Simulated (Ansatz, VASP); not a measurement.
One calculation of AlGa2As3, two programs

```xyz
6
Lattice="6.6580 0.0000 0.0000 -3.3290 5.7660 0.0000 0.0000 0.0000 3.6008" Properties=species:S:1:pos:R:3 pbc="T T T"
Al    0.0000    0.0000    0.0000
Ga    0.0000    3.8440    0.0000
Ga    3.3290    1.9220    0.0000
As    3.3290    0.0000    1.8004
As    1.6645    2.8830    1.8004
As   -1.6645    2.8830    1.8004
```

Change from the starting cell: species swapped into the CeB2Ir3 type (P6/mmm, No. 191).

Alike in both runs: task relaxation of cell and atoms; functional PBE; k mesh 6 × 6 × 10; occupations gaussian, width 0.1 eV; no spin polarisation.

|  | VASP | Ansatz |
| --- | --- | --- |
| version | VASP 6.6.1 | Ansatz 0.2.0 |
| potentials or method | VASP PAW PBE potentials, release 64 (Al, Ga_d, As), cutoff 600 eV | scalar-relativistic, plane waves, PAW |
| valence electrons in the cell | 44 | 74 |

```csv
,VASP,Ansatz,Ansatz less VASP
"gap on the k mesh at the Fermi level, each at its own relaxed structure (eV)",none,none,-
relaxed volume (Å³/atom),22.95,22.91,-0.041
relaxed cell length with the largest relative difference (Å),6.433,6.428,-0.0050
```

A gap of «none» marks a metal or a gap that the smearing closes. VASP's potentials hold 44 valence electrons a cell and Ansatz's 74, so a difference there can come from the potentials and not from the codes.
